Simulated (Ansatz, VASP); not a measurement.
# Ge: VASP beside Ansatz

```
Ge
1.0
    -1.68263    1.68263    1.68263
     1.68263   -1.68263    1.68263
     1.68263    1.68263   -1.68263
Ge
1
Direct
  0.00000 0.00000 0.00000
```

Alike in both runs: task single point; functional PBEsol; k mesh 15 × 15 × 15; occupations fermi-dirac, width 0.1 eV; no spin polarisation.

|  | VASP | Ansatz |
| --- | --- | --- |
| version | VASP 6.6.1 | Ansatz 0.2.0 |
| potentials or method | VASP PAW PBE potentials, release 64 (Ge_d), cutoff 520 eV | plane waves (420 eV) with PAW, scalar-relativistic |
| valence electrons in the cell | 14 | 14 |

VASP gave:

* pressure (GPa): -3.2

Estimate Ansatz's values.

pressure (GPa): -3.1.

VASP's potentials were made for PBE, not for PBEsol, and Ansatz warns of the same on its side.
